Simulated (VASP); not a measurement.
Crystal: C.

```
C
1.0
     0.00000    3.75946    3.75946
     3.75946    0.00000    3.75946
     3.75946    3.75946    0.00000
C
8
Cartesian
  0.5302 3.2293 3.2293
  1.3495 1.3495 1.3495
  2.4099 2.4099 1.3495
  2.4099 1.3495 2.4099
  3.2293 0.5302 3.2293
  0.5302 0.5302 0.5302
  3.2293 3.2293 0.5302
  1.3495 2.4099 2.4099
```

Base run:

| Item | Value |
| --- | --- |
| Program | VASP 6.6.1 |
| Functional | PBE |
| Potentials or basis | VASP PAW PBE potentials, release 64 (C) |
| Cutoff | 520 eV |
| k mesh | 4 × 4 × 4 |
| Occupations | gaussian, width 0.1 eV |
| Spin | no spin polarisation |

Its results: band gap on the k mesh 2.28 eV, direct; pressure -0.1 GPa; largest force 0.136 eV/Å.

The run is repeated on the same cell with these changes: potentials or basis from VASP PAW PBE potentials, release 64 (C) to VASP PAW PBE potentials, release 64 (C_h); cutoff from 520 eV to 910 eV. What comes out?

Band gap on the k mesh 2.28 eV, direct; pressure -0.6 GPa; largest force 0.042 eV/Å.

Caveats: the cutoff is under 1.25 times the usual one of these potentials, so pressure, stress and relaxed cells hold a basis-set (Pulay) error (some runs).

A k mesh can miss the band edges.
